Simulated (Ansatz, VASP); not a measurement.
## Al6H in VASP and in Ansatz

Contents of INCAR:

```
  PREC = Accurate
  ENCUT = 520
  EDIFF = 1E-6
  ISMEAR = 0
  SIGMA = 0.1
  LREAL = F
  LASPH = T
  NELM = 60
  ALGO = Normal
  ISIF = 2
  LWAVE = F
  LCHARG = F
  LDIPOL = T
  IDIPOL = 3
  DIPOL = 0.5 0.5 0.305
  GGA = PE
  NBANDS = 32
```

File KPOINTS:

```
Automatic mesh
0
Gamma
  5 5 1
```

Contents of POSCAR:

```
Al6H
1.0
    5.7135165837      0.0000000000      0.0000000000
    0.0000000000      5.7135165837      0.0000000000
    0.0000000000      0.0000000000     22.1746954375
Al H
12 2
Direct
    0.2500000000      0.2500000000      0.1803857921
    0.2500000000      0.7500000000      0.1803857921
    0.7500000000      0.2500000000      0.1803857921
    0.7500000000      0.7500000000      0.1803857921
    0.0000000000      0.0000000000      0.2744050924
    0.0000000000      0.5000000000      0.2744050924
    0.5000000000      0.0000000000      0.2744050924
    0.5000000000      0.5000000000      0.2744050924
    0.2500000000      0.2500000000      0.3686497278
    0.2500000000      0.7500000000      0.3686497278
    0.7500000000      0.2500000000      0.3686497278
    0.7500000000      0.7500000000      0.3686497278
    0.0000000000     -0.0656338342      0.4859004927
    0.0000000000      0.0656338342      0.4859004927
```

Input for Ansatz:

```yaml
crystal:
  lattice:
    - [5.7135165837, 0.0, 0.0]
    - [0.0, 5.7135165837, 0.0]
    - [0.0, 0.0, 22.1746954375]
  atoms:
    - { symbol: Al, position: [0.25, 0.25, 0.1803857921] }
    - { symbol: Al, position: [0.25, 0.75, 0.1803857921] }
    - { symbol: Al, position: [0.75, 0.25, 0.1803857921] }
    - { symbol: Al, position: [0.75, 0.75, 0.1803857921] }
    - { symbol: Al, position: [0.0, 0.0, 0.2744050924] }
    - { symbol: Al, position: [0.0, 0.5, 0.2744050924] }
    - { symbol: Al, position: [0.5, 0.0, 0.2744050924] }
    - { symbol: Al, position: [0.5, 0.5, 0.2744050924] }
    - { symbol: Al, position: [0.25, 0.25, 0.3686497278] }
    - { symbol: Al, position: [0.25, 0.75, 0.3686497278] }
    - { symbol: Al, position: [0.75, 0.25, 0.3686497278] }
    - { symbol: Al, position: [0.75, 0.75, 0.3686497278] }
    - { symbol: H, position: [0.0, -0.0656338342, 0.4859004927] }
    - { symbol: H, position: [0.0, 0.0656338342, 0.4859004927] }
basis:
  ecutwfc: 420
kpoints:
  mp_grid: { grid: [5, 5, 1] }
hamiltonian:
  xc: pbe
  pseudopotentials: { kind: paw, azcp: { folder: soft_1 } }
scf:
  occupations: { method: gaussian, width: 0.1 }
output:
  forces: true
  eigenvalues: true
efield:
  axis: 3
  dipole_correction: true
  ramp_width: 0.04
```

Alike in both runs: task single point; functional PBE; k mesh 5 × 5 × 1; occupations gaussian, width 0.1 eV; no spin polarisation.

```csv
,VASP,Ansatz
version,VASP 6.6.1,Ansatz 0.2.0
potentials or method,"VASP PAW PBE potentials, release 64 (Al, H), cutoff 520 eV","scalar-relativistic, plane waves, PAW"
valence electrons in the cell,38,38
```

```csv
,VASP,Ansatz,Ansatz less VASP
gap on the k mesh at the Fermi level (eV),none,none,-
rms of the force components (eV/Å),0.050,0.052,+0.0016
```

Atom by atom the forces differ by 0.006 eV/Å (rms over components). A gap of «none» marks a metal or a gap that the smearing closes.
